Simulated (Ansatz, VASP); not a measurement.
# ZnO: VASP beside Ansatz

```xyz
4
Lattice="3.2352 0.0000 0.0000 -1.6176 2.8018 0.0000 0.0000 0.0000 5.2114" Properties=species:S:1:pos:R:3 pbc="T T T"
Zn    0.0000    1.8678    2.6041
Zn    1.6176    0.9339   -0.0016
O     1.6176    0.9339    1.9768
O     0.0000    1.8678    4.5825
```

Alike in both runs: functional r2SCAN; k mesh 14 × 14 × 8; occupations fermi-dirac, width 0.05 eV; no spin polarisation.

Ansatz relaxed the structure, and its values are those at the end. VASP's run is a single point on that final structure, the one shown.

|  | VASP | Ansatz |
| --- | --- | --- |
| version | VASP 6.6.1 | Ansatz 0.2.0 |
| potentials or method | VASP PAW PBE potentials, release 64 (Zn, O) | PAW with Ansatz's default frozen-core files, scalar-relativistic |
| plane-wave cutoff (eV) | 520 | 500 |
| valence electrons in the cell | 36 | 36 |

|  | VASP | Ansatz | Ansatz less VASP |
| --- | --- | --- | --- |
| pressure (GPa) | 1.0 | 0.0 | -1.02 |
| rms of the force components (eV/Å) | 0.006 | 0.000 | -0.0057 |

VASP's potentials were made for PBE, not for r2SCAN.
